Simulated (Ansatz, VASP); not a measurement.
**Two plane-wave programs on TaAl2N3**

```
Ta Al N
1.0
     4.87487   -2.77978    0.04322
     4.87487    2.77978    0.04322
    -0.04762    0.00000    5.32915
Ta Al N
2 4 6
Direct
  0.88780 0.11739 0.96437
  0.11739 0.88780 0.46437
  0.18608 0.46606 0.84021
  0.46606 0.18608 0.34021
  0.53856 0.81892 0.84043
  0.81892 0.53856 0.34043
  0.85562 0.50982 0.98151
  0.14919 0.49535 0.48143
  0.49535 0.14919 0.98143
  0.50982 0.85562 0.48151
  0.23265 0.77206 0.89617
  0.77206 0.23265 0.39617
```

Change from the starting cell: the structure that the rattled cell fell into.

Alike in both runs: functional PBE; k mesh 4 × 4 × 4; occupations gaussian, width 0.1 eV; no spin polarisation.

Ansatz relaxed the structure, and its values are those at the end. VASP's run is a single point on that final structure, the one shown.

|  | VASP | Ansatz |
| --- | --- | --- |
| version | VASP 6.6.1 | Ansatz 0.2.0 |
| potentials or method | VASP PAW PBE potentials, release 64 (Ta_pv, Al, N), cutoff 520 eV | scalar-relativistic, plane waves, PAW |
| valence electrons in the cell | 64 | 68 |

VASP gave:

| Item | Value |
| --- | --- |
| gap on the k mesh at the Fermi level (eV) | none |
| pressure (GPa) | 0.1 |
| rms of the force components (eV/Å) | 0.027 |

Task: Which values does Ansatz return?

Result: gap on the k mesh at the Fermi level (eV): none; pressure (GPa): 0.0; rms of the force components (eV/Å): 0.008.

A gap of «none» marks a metal or a gap that the smearing closes. VASP's potentials hold 64 valence electrons a cell and Ansatz's 68, so a difference there can come from the potentials and not from the codes.

Neither program's run includes spin-orbit coupling.
